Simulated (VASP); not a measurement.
Here is a VASP 6.6.1 calculation.

File INCAR:

```
ALGO = Normal
EDIFF = 1E-6
ENCUT = 520
GGA = PS
ISIF = 2
ISMEAR = 1
LASPH = T
LCHARG = F
LREAL = F
LWAVE = F
NBANDS = 20
NELM = 80
PREC = Accurate
SIGMA = 0.15
```

The input KPOINTS:

```
k-points
0
Gamma
  12 12 12
```

File POSCAR:

```
MoS2
1.0
    1.5600862655      0.9007162254      6.0742379814
   -1.5600862655      0.9007162254      6.0742379814
    0.0000000000     -1.8014324507      6.0742379814
Mo S
1 2
Direct
    0.0000000000      0.0000000000      0.0000000000
    0.7545447714      0.7545447714      0.7545447714
    0.2454552286      0.2454552286      0.2454552286
```

Potentials or basis: VASP PAW PBE potentials, release 64 (Mo_sv, S).

Run with:

```console
$ cat potpaw_PBE.64/Mo_sv/POTCAR potpaw_PBE.64/S/POTCAR > POTCAR
$ mpirun -np 1 vasp_std > vasp.out
```

Problem. Estimate the pressure.

Solution. 0.0 GPa.

Problem. Predict the band gap on the k mesh.

Solution. Zero (bands 13 and 14 overlap by 0.47 eV).

Caveat: the PAW data sets were made with another functional, which shifts forces and pressure a little.
